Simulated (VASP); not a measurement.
A run of VASP 6.6.1 is set up as follows.

Contents of INCAR:

```
SYSTEM = LiH
PREC     = Accurate       ! precision mode
ENCUT    = 520            ! plane-wave cutoff, eV
EDIFF    = 1E-6           ! SCF threshold, eV
ISMEAR   = -1             ! smearing method
SIGMA    = 0.08           ! smearing width, eV
LREAL    = .FALSE.        ! projectors in reciprocal space
LASPH    = .TRUE.         ! aspherical terms in the spheres
NELM     = 80             ! most SCF steps
ALGO     = Normal         ! electronic algorithm
ISIF     = 2              ! what is computed and relaxed
LWAVE    = .FALSE.        ! write WAVECAR
LCHARG   = .FALSE.        ! write CHGCAR
GGA      = PE             ! functional
NBANDS   = 9              ! bands
```

File KPOINTS:

```
Automatic mesh
0
G
  14 14 14
  0 0 0
```

Contents of POSCAR:

```
LiH
1.0
    0.0000000000      2.0233302752      2.0233302752
    2.0233302752      0.0000000000      2.0233302752
    2.0233302752      2.0233302752      0.0000000000
Li H
1 1
Direct
    0.0000000000      0.0000000000      0.0000000000
    0.5000000000      0.5000000000      0.5000000000
```

Potentials or basis: VASP PAW PBE potentials, release 64 (Li_sv, H).

Launch:

```sh
$ cat potpaw_PBE.64/Li_sv/POTCAR potpaw_PBE.64/H/POTCAR > POTCAR
$ mpirun -np 1 vasp_std > vasp.out
```

Task: Estimate the band gap on the k mesh.

Result: 3.00 eV, direct.

 A k mesh can miss the band edges.
